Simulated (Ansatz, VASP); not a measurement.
## One calculation of Cu, two programs

File INCAR:

```
SYSTEM = Cu
ALGO = Normal
EDIFF = 1E-6
EDIFFG = -0.02
ENCUT = 600
GGA = PE
IBRION = 2
ISIF = 3
ISMEAR = -1
LASPH = .TRUE.
LCHARG = .FALSE.
LREAL = .FALSE.
LWAVE = .FALSE.
NELM = 60
NSW = 80
PREC = Accurate
SIGMA = 0.05
```

The input KPOINTS:

```
k-points
0
G
  11 11 11
  0 0 0
```

File POSCAR:

```
Cu
1.0
    1.2184636900     -3.9763780104      0.0000000000
    1.2184636900      3.9763780104      0.0000000000
    0.0000000000      0.0000000000      2.4754955235
Cu
2
Direct
    0.8661333500      0.1338666500      0.7500000000
    0.1338666500      0.8661333500      0.2500000000
```

File input.yaml:

```yaml
crystal:
  lattice:
    - [1.21846369, -3.9763780104, 0.0]
    - [1.21846369, 3.9763780104, 0.0]
    - [0.0, 0.0, 2.4754955235]
  atoms:
    - { symbol: Cu, position: [0.86613335, 0.13386665, 0.75] }
    - { symbol: Cu, position: [0.13386665, 0.86613335, 0.25] }
kpoints:
  mp_grid: { grid: [11, 11, 11] }
scf:
  occupations: { method: fermi_dirac, width: 0.05 }
hamiltonian:
  xc: pbe
  pseudopotentials: { kind: all_electron, lapw: { basis_error: 0.001 } }
output:
  forces: true
  stress: true
relax:
  f_tol: 0.02
  max_steps: 60
  cell: {}
```

Alike in both runs: task relaxation of cell and atoms; functional PBE; k mesh 11 × 11 × 11; occupations fermi-dirac, width 0.05 eV; no spin polarisation.

|  | VASP | Ansatz |
| --- | --- | --- |
| version | VASP 6.6.1 | Ansatz 0.2.0 |
| potentials or method | VASP PAW PBE potentials, release 64 (Cu), cutoff 600 eV | all-electron LAPW, scalar-relativistic |

Ansatz gave:

| Property | Result |
| --- | --- |
| relaxed volume (Å³/atom) | 12.56 |
| relaxed length of the cell vector where the two differ most in proportion (Å) | 4.204 |

Task: Which values does VASP return?

Result: Relaxed volume (Å³/atom): 12.60; relaxed length of the cell vector where the two differ most in proportion (Å): 4.218.

Ansatz ran all-electron here, and VASP with PAW potentials.
